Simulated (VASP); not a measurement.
# P: single point with PBEsol

The system is P.

```
P
1.0
     1.63383   -5.06818    0.00000
     1.63383    5.06818    0.00000
     0.00000    0.00000    4.32309
P
4
Direct
  0.10528 0.89472 0.92713
  0.60528 0.39472 0.57287
  0.89472 0.10528 0.07287
  0.39472 0.60528 0.42713
```

This cell differs from its parent crystal: strain -0.015 along x and y, +0.030 along z.

- Program: VASP 6.6.1
- Task: single point
- Functional: PBEsol
- Potentials or basis: VASP PAW PBE potentials, release 64 (P)
- Cutoff: 520 eV
- k mesh: 16 × 16 × 12
- Occupations: gaussian, width 0.15 eV
- Spin: no spin polarisation

The pressure is 0.3 GPa, the largest force is 0.436 eV/Å and the band gap on the k mesh is zero (bands 10 and 11 overlap by 0.47 eV).

Forces in eV/Å, atoms in the order of the input:
```
P    0.000 -0.165 -0.403
P    0.000 -0.165  0.403
P    0.000  0.165  0.403
P    0.000  0.165 -0.403
```

Stress tensor (GPa, compression positive):
```
 1.10  0.00  0.00
 0.00  2.50  0.00
 0.00  0.00 -2.66
```

Levels at points of the mesh, in eV from the Fermi level:
| k point | band 7 | band 8 | band 9 | band 10 | band 11 | band 12 | band 13 | band 14 |
| --- | --- | --- | --- | --- | --- | --- | --- | --- |
| (0.00, 0.00, 0.00) | -3.62 | -2.92 | -2.13 | -1.59 | 0.94 | 1.54 | 2.24 | 3.27 |
| (0.50, 0.00, 0.00) | -3.30 | -3.30 | -2.67 | -2.67 | 0.71 | 0.71 | 0.93 | 0.93 |
| (0.50, 0.50, 0.00) | -3.89 | -1.66 | -1.64 | -0.08 | 0.56 | 0.93 | 2.80 | 2.99 |
| (0.00, 0.00, 0.50) | -2.68 | -2.68 | -1.07 | -1.07 | 1.78 | 1.78 | 2.53 | 2.53 |
| (0.50, 0.00, 0.50) | -5.65 | -5.65 | -1.93 | -1.93 | 1.78 | 1.78 | 4.01 | 4.01 |
| (0.50, 0.50, 0.50) | -2.41 | -2.41 | -1.31 | -1.31 | 1.59 | 1.59 | 2.75 | 2.75 |

Run time: 6.5 min on 1 thread of Intel Xeon 8259CL, with other jobs on the host, peak memory 0.55 GiB.

Caveat: the cell differs from its parent crystal (strain -0.015 along x and y, +0.030 along z); the stress differs along the axes, from -3 to 2 GPa; the PAW data sets were made with another functional, which shifts forces and pressure a little.
